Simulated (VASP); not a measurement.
**ZrB2: electric field gradients with PBE**

Crystal: ZrB2.

```
Zr B
1.0
     3.16500    0.00000    0.00000
    -1.58250    2.74097    0.00000
     0.00000    0.00000    3.52000
Zr B
1 2
Direct
  0.00000 0.00000 0.00000
  0.33333 0.66667 0.50000
  0.66667 0.33333 0.50000
```

```yaml
Program: VASP 6.6.1
Task: electric field gradients
Functional: PBE
Potentials_or_basis: VASP PAW PBE potentials, release 64 (Zr_sv, B)
Cutoff: 520 eV
k_mesh: 13 × 13 × 10
Occupations: fermi-dirac, width 0.03 eV
Spin: no spin polarisation
Dipole_correction: no
Further_INCAR_settings: ALGO = Normal; EDIFF = 1e-08; NBANDS = 16
```

```
Pressure                                : 2.6 GPa
Band gap on the k mesh                  : zero (bands 9 and 10 overlap by 0.91 eV)
Largest electric field gradient by atom : Zr +40.8; B +1.5 V/Å²
```

Stress tensor (GPa, compression positive):
```
2.06 0.00 0.00
0.00 2.06 0.00
0.00 0.00 3.57
```

Levels at points of the mesh, in eV from the Fermi level:
| k point | band 7 | band 8 | band 9 | band 10 | band 11 | band 12 |
| --- | --- | --- | --- | --- | --- | --- |
| (0.00, 0.00, 0.00) | -2.78 | -2.71 | -2.45 | 3.31 | 3.31 | 4.11 |
| (0.00, 0.00, 0.50) | -1.10 | -1.10 | 0.19 | 0.19 | 0.67 | 0.67 |

Electric field gradients, principal values (V/Å²):
```
atom    least   middle  greatest (by size)
1 Zr  -20.415  -20.415              40.830
 2 B   -0.770   -0.770               1.539
 3 B   -0.770   -0.770               1.539
```

Wall time 75 s on 1 thread of Intel Xeon 8259CL, on a shared host, peak memory 0.19 GiB.

Caveat: without QUAD_EFG the Cq values of the log hold for a quadrupole moment of 1 mb, not for the nuclei.
